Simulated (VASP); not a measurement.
# BP (ae) (F-43m) in VASP: single point with PBEsol

Aim: the single point of BP (ae) with PBEsol.

All numbers are computed with VASP 6.6.1; they aren't measurements. Logs are shortened: lines on timing, memory, paths and dates and some standing lists are left out, and cuts for length are marked.

### Step 1. The cell of the first run

The structure is cubic, space group F-43m (No. 216). Conventional cell: a = 4.520 Å, b = 4.520 Å, c = 4.520 Å, α = 90.00°, β = 90.00°, γ = 90.00°. Within 2.6 Å of B (site symmetry -43m) lie 4 P at 1.96 Å. Within 2.6 Å of P (site symmetry -43m) lie 4 B at 1.96 Å.

### Step 2. Single point, PBEsol

Contents of INCAR:

```
SYSTEM = BP
PREC = Accurate ; ENCUT = 500
EDIFF = 1E-6 ; ISMEAR = 0
SIGMA = 0.01 ; LREAL = .FALSE.
LASPH = .TRUE. ; NELM = 120
ALGO = Normal ; ISIF = 2
LWAVE = .FALSE. ; LCHARG = .FALSE.
GGA = PS ; NBANDS = 11
GGA_COMPAT = .FALSE.
```

Contents of KPOINTS:

```
regular mesh
0
G
  8 8 8
  0 0 0
```

Contents of POSCAR:

```
BP
1.0
    0.0000000000      2.2601345582      2.2601345582
    2.2601345582      0.0000000000      2.2601345582
    2.2601345582      2.2601345582      0.0000000000
B P
1 1
Direct
    0.0000000000      0.0000000000      0.0000000000
    0.2500000000      0.2500000000      0.2500000000
```

Potentials or basis: VASP PAW PBE potentials, release 64 (B, P).

Started as:

```bash
cat potpaw_PBE.64/B/POTCAR potpaw_PBE.64/P/POTCAR > POTCAR
mpirun -np 1 vasp_std > vasp.out
```

OUTCAR:

```text
SYSTEM = BP
   PREC = Accurate
   ENCUT = 500
   EDIFF = 1E-6
   ISMEAR = 0
   LREAL = .FALSE.
   LASPH = .TRUE.
   NELM = 120
   ISIF = 2
   GGA = PS

 ion  position               nearest neighbor table
   1  0.000  0.000  0.000-   2 1.96   2 1.96   2 1.96   2 1.96
   2  0.250  0.250  0.250-   1 1.96   1 1.96   1 1.96   1 1.96

  LATTYP: Found a face centered cubic cell.
 ALAT       =     4.5202691164

  Lattice vectors:

 A1 = (   0.0000000000,   2.2601345582,   2.2601345582)
 A2 = (   2.2601345582,   0.0000000000,   2.2601345582)
 A3 = (   2.2601345582,   2.2601345582,   0.0000000000)

Analysis of symmetry for initial positions (statically):
=====================================================================
 Subroutine PRICEL returns:
 Original cell was already a primitive cell.

 Routine SETGRP: Setting up the symmetry group for a
 face centered cubic supercell.

 Subroutine GETGRP returns: Found 24 space group operations
 (whereof 24 operations were pure point group operations)
 out of a pool of 48 trial point group operations.

The static configuration has the point symmetry T_d .

Analysis of symmetry for dynamics (positions and initial velocities):
=====================================================================
 Subroutine PRICEL returns:
 Original cell was already a primitive cell.

 Routine SETGRP: Setting up the symmetry group for a
 face centered cubic supercell.

 Subroutine GETGRP returns: Found 24 space group operations
 (whereof 24 operations were pure point group operations)
 out of a pool of 48 trial point group operations.

The dynamic configuration has the point symmetry T_d .

 Subroutine INISYM returns: Found 24 space group operations
 (whereof 24 operations are pure point group operations),
 and found     1 'primitive' translations

----------------------------------------------------------------------------------------

                                     Primitive cell

  volume of cell :      23.0905

  direct lattice vectors                    reciprocal lattice vectors
     0.000000000  2.260134558  2.260134558    -0.221225766  0.221225766  0.221225766
     2.260134558  0.000000000  2.260134558     0.221225766 -0.221225766  0.221225766
     2.260134558  2.260134558  0.000000000     0.221225766  0.221225766 -0.221225766

  length of vectors
     3.196312945  3.196312945  3.196312945     0.383174267  0.383174267  0.383174267

  position of ions in fractional coordinates (direct lattice)
     0.000000000  0.000000000  0.000000000
     0.250000000  0.250000000  0.250000000

  ion indices of the primitive-cell ions
   primitive index   ion index
                 1           1
                 2           2

----------------------------------------------------------------------------------------

 KPOINTS: regular mesh

Automatic generation of k-mesh.
 Grid dimensions read from file:
 generate k-points for:    8    8    8

 Generating k-lattice:

  Cartesian coordinates                     Fractional coordinates (reciprocal lattice)
    -0.027653221  0.027653221  0.027653221     0.125000000  0.000000000  0.000000000
     0.027653221 -0.027653221  0.027653221     0.000000000  0.125000000  0.000000000
     0.027653221  0.027653221 -0.027653221     0.000000000  0.000000000  0.125000000

  Length of vectors
     0.047896783  0.047896783  0.047896783

  Shift w.r.t. Gamma in fractional coordinates (k-lattice)
     0.000000000  0.000000000  0.000000000

 Subroutine IBZKPT returns following result:
 ===========================================

 Found     29 irreducible k-points:

 Following reciprocal coordinates:
            Coordinates               Weight
  0.000000  0.000000  0.000000      1.000000
  0.125000  0.000000  0.000000      8.000000
  0.250000  0.000000  0.000000      8.000000
  0.375000  0.000000  0.000000      8.000000
  0.500000  0.000000  0.000000      4.000000
  0.125000  0.125000  0.000000      6.000000
[... 16 lines left out ...]
  0.500000  0.250000  0.125000     48.000000
 -0.375000  0.250000  0.125000     24.000000
 [... further k-points ...]
   k-points           NKPTS =     29   k-points in BZ     NKDIM =     29   number of bands    NBANDS=     11
   number of dos      NEDOS =    301   number of ions     NIONS =      2
   total plane-waves  NPLWV =  13824
   dimension x,y,z NGX =    24 NGY =   24 NGZ =   24
   dimension x,y,z NGXF=    48 NGYF=   48 NGZF=   48
   ions per type =               1   1
   NGX,Y,Z   is equivalent  to a cutoff of  12.48, 12.48, 12.48 a.u.
   NGXF,Y,Z  is equivalent  to a cutoff of  24.97, 24.97, 24.97 a.u.
 SYSTEM =  BP
   PREC   = accura    normal or accurate (medium, high low for compatibility)
   ISTART =      0    job   : 0-new  1-cont  2-samecut
   ICHARG =      2    charge: 1-file 2-atom 10-const
   ISPIN  =      1    spin polarized calculation?
   LNONCOLLINEAR =      F non collinear calculations
   LSORBIT =      F    spin-orbit coupling
   LASPH  =      T    aspherical Exc in radial PAW
   ENCUT  =  500.0 eV  36.75 Ry    6.06 a.u.   5.83  5.83  5.83*2*pi/ulx,y,z
   NELM   =    120;   NELMIN=  2; NELMDL= -5     # of ELM steps
   EDIFF  = 0.1E-05   stopping-criterion for ELM
   LREAL  =      F    real-space projection
   EDIFFG = 0.1E-04   stopping-criterion for IOM
   NSW    =      0    number of steps for IOM
   IBRION =     -1    ionic relax: 0-MD 1-quasi-New 2-CG
   NFREE  =      0    steps in history (QN), initial steepest desc. (CG)
   ISIF   =      2    stress and relaxation
   ISYM   =      2    0-nonsym 1-usesym 2-fastsym
   POTIM  = 0.5000    time-step for ionic-motion
   TEBEG  =    0.0;   TEEND  =   0.0 temperature during run
   PSTRESS=    0.0 pullay stress
   NELECT =       8.0000    total number of electrons
   NUPDOWN=      -1.0000    fix difference up-down
   EMIN   =  10.00;   EMAX   =-10.00  energy-range for DOS
   EFERMI =   0.00;   METHOD = LEGACY
   ISMEAR =     0;   SIGMA  =   0.01  broadening in eV -4-tet -1-fermi 0-gaus
   EFERMI_NEDOS =   21; number of points for ismear=-14 and -15
   IALGO  =     38    algorithm
   IMIX   =      4    mixing-type and parameters
     AMIX     =   0.40;   BMIX     =  1.00
     AMIX_MAG =   1.60;   BMIX_MAG =  1.00
  volume/ion in A,a.u.               =      11.55        77.91
  Fermi-wavevector in a.u.,A,eV,Ry     =   1.149813  2.172831 17.987852  1.322070
  Thomas-Fermi vector in A             =   2.286480
   LORBIT       =      0    0 simple, 1 ext, 2 COOP (PROOUT), +10 PAW based schemes
   GGA     = PS    functional components
   LHFCALC =     F    Hartree Fock is set to
   AEXX    =    0.0000 exact exchange contribution
   IVDW    =     0    specifies the selected vdW correction
   LEPSILON=     F    determine dielectric tensor
   LRPA    =     F    only Hartree local field effects (RPA)
 non-spin polarized calculation
 Gauss-broadening in eV      SIGMA  =   0.01
  energy-cutoff  :      500.00
  volume of cell :       23.09
 maximum number of plane-waves:       604
   NGX = 11   NGY = 11   NGZ = 11

 number of electron       8.0000001 magnetization

 Free energy of the ion-electron system (eV)
  ---------------------------------------------------
  ext. energy  EPLUGINS =         0.00000000
  ---------------------------------------------------
  free energy    TOTEN  =       -13.67126174 eV

  energy without entropy =      -13.67126174  energy(sigma->0) =      -13.67126174

 E-fermi :   7.6547     XC(G=0): -11.0950

 val. band max:        7.5461304143   @ k =   0.0000   0.0000   0.0000
 cond. band min:       8.6950643719   @ k =   0.3750   0.3750   0.0000
 fundamental gap:      1.1489339575
 Fermi energy:         7.6546920919

 k-point     1 :       0.0000    0.0000    0.0000
  band No.  band energies     occupation
      1      -8.0578      2.00000
      2       7.5461      2.00000
      3       7.5461      2.00000
      4       7.5461      2.00000
      5      10.9198      0.00000
      6      10.9198      0.00000
      7      10.9198      0.00000
      8      15.0670      0.00000
      9      18.8688      0.00000
     10      19.7016      0.00000
     11      19.7016      0.00000

 k-point     2 :       0.1250    0.0000    0.0000
  band No.  band energies     occupation
      1      -7.7731      2.00000
      2       5.6627      2.00000
      3       7.1084      2.00000
      4       7.1084      2.00000
      5      11.4690      0.00000
      6      11.5228      0.00000
      7      11.5228      0.00000
      8      15.8283      0.00000
      9      18.7410      0.00000
     10      18.7410      0.00000
     11      19.7262      0.00000

 k-point     3 :       0.2500    0.0000    0.0000
  band No.  band energies     occupation
      1      -6.9369      2.00000
      2       2.6315      2.00000
      3       6.4100      2.00000
      4       6.4100      2.00000
      5      11.5540      0.00000
      6      12.2905      0.00000
      7      12.2905      0.00000
      8      17.1723      0.00000
      9      18.4719      0.00000
     10      18.4719      0.00000
     11      20.4622      0.00000

 k-point     4 :       0.3750    0.0000    0.0000
  band No.  band energies     occupation
      1      -5.6517      2.00000
      2      -0.1350      2.00000
      3       5.9289      2.00000
      4       5.9289      2.00000
      5      11.4134      0.00000
      6      12.3208      0.00000
      7      12.3208      0.00000
      8      17.5889      0.00000
      9      20.1706      0.00000
     10      20.1706      0.00000
     11      21.3117      0.00000

 k-point     5 :       0.5000    0.0000    0.0000
  band No.  band energies     occupation
      1      -4.6624      2.00000
      2      -1.6358      2.00000
      3       5.7646      2.00000
      4       5.7646      2.00000
      5      11.3489      0.00000
      6      12.2028      0.00000
      7      12.2028      0.00000
      8      17.5139      0.00000
      9      22.2146      0.00000
     10      22.2146      0.00000
     11      22.2945      0.00000
[... 211 lines left out ...]
 k-point    21 :       0.5000    0.5000    0.0000
  band No.  band energies     occupation
      1      -3.1195      2.00000
      2      -1.1150      2.00000
      3       3.3571      2.00000
      4       3.3571      2.00000
      5       8.7484      0.00000
      6       9.0512      0.00000
      7      19.7519      0.00000
      8      19.7519      0.00000
      9      22.8182      0.00000
     10      24.3984      0.00000
     11      25.6094      0.00000

 k-point    22 :       0.3750    0.2500    0.1250
  band No.  band energies     occupation
      1      -6.2033      2.00000
      2       2.5762      2.00000
      3       3.6674      2.00000
      4       5.5350      2.00000
      5      10.9478      0.00000
      6      13.4912      0.00000
      7      13.7358      0.00000
      8      15.0943      0.00000
      9      19.1655      0.00000
     10      21.4363      0.00000
     11      23.1722      0.00000

 k-point    23 :       0.5000    0.2500    0.1250
  band No.  band energies     occupation
      1      -4.9489      2.00000
      2       0.3627      2.00000
      3       3.0225      2.00000
      4       4.7422      2.00000
      5      11.5758      0.00000
      6      12.9844      0.00000
      7      14.8531      0.00000
      8      15.9020      0.00000
      9      19.9724      0.00000
     10      20.9573      0.00000
     11      24.5827      0.00000

 k-point    24 :      -0.3750    0.2500    0.1250
  band No.  band energies     occupation
      1      -3.9949      2.00000
      2      -1.0262      2.00000
      3       2.9501      2.00000
      4       4.3616      2.00000
      5      11.6454      0.00000
      6      12.7197      0.00000
      7      15.8959      0.00000
      8      17.3409      0.00000
      9      17.9571      0.00000
     10      21.9970      0.00000
     11      24.3038      0.00000

 [... further k-points ...]
[... 5 lines left out ...]
  --------------------------------------------------------------------------------------
  -------------------------------------------------------------------------------------
  Total        0.0164445      0.0164445      0.0164445     -0.0000000     -0.0000000     -0.0000000
  in kB        1.1410355      1.1410355      1.1410355     -0.0000000     -0.0000000     -0.0000000
  external PRESSURE =       1.1410355 kB  Pullay stress =       0.0000000 kB

 VOLUME and BASIS-vectors are now :
 -----------------------------------------------------------------------------
  energy-cutoff  :      500.00
  volume of cell :       23.09
      direct lattice vectors                 reciprocal lattice vectors
     0.000000000  2.260134558  2.260134558    -0.221225766  0.221225766  0.221225766
     2.260134558  0.000000000  2.260134558     0.221225766 -0.221225766  0.221225766
     2.260134558  2.260134558  0.000000000     0.221225766  0.221225766 -0.221225766

 POSITION                                       TOTAL-FORCE (eV/Angst)
 -----------------------------------------------------------------------------------
      0.00000      0.00000      0.00000        -0.000000      0.000000     -0.000000
      1.13007      1.13007      1.13007         0.000000     -0.000000      0.000000
 -----------------------------------------------------------------------------------
    total drift:                                0.000000      0.000000      0.000000

  FREE ENERGIE OF THE ION-ELECTRON SYSTEM (eV)
  ---------------------------------------------------
  free  energy   TOTEN  =       -13.6712617360 eV

  energy  without entropy=      -13.6712617360  energy(sigma->0) =      -13.67126174
```

It took 6 s on 1 thread of Intel Xeon Platinum 8488C (Sapphire Rapids), shared host; peak memory 0.13 GiB.

What came out:

```
Free energy            : -13.6713 eV
Pressure               : 0.1 GPa
Band gap on the k mesh : 1.15 eV, indirect (least direct gap 3.37 eV)
```

Caveat: the PAW data sets were made with another functional, which shifts forces and pressure a little. A k mesh can miss the band edges.
